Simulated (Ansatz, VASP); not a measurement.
## Two plane-wave programs on SbS

```
CELL_PARAMETERS angstrom
2.06031 -6.38464 0.00000
2.06031 6.38464 0.00000
0.00000 0.00000 3.62830
ATOMIC_POSITIONS crystal
Sb 0.38624 0.61376 0.75000
Sb 0.61376 0.38624 0.25000
S 0.15065 0.84935 0.75000
S 0.84935 0.15065 0.25000
```

Alike in both runs: task relaxation of cell and atoms; functional PBE; k mesh 12 × 12 × 12; occupations gaussian, width 0.1 eV; no spin polarisation.

|  | VASP | Ansatz |
| --- | --- | --- |
| version | VASP 6.6.1 | Ansatz 0.2.0 |
| potentials or method | VASP PAW PBE potentials, release 64 (Sb, S), cutoff 600 eV | scalar-relativistic, plane waves, PAW |
| valence electrons in the cell | 22 | 42 |

```tsv
	VASP	Ansatz	Ansatz less VASP
gap on the k mesh at the Fermi level, each at its own relaxed structure (eV)	none	none	-
relaxed volume (Å³/atom)	23.65	23.75	+0.098
relaxed cell length with the largest relative difference (Å)	3.597	3.602	+0.0054
```

A gap of «none» marks a metal or a gap that the smearing closes. VASP's potentials hold 22 valence electrons a cell and Ansatz's 42, so a difference there can come from the potentials and not from the codes.

Neither program's run includes spin-orbit coupling.
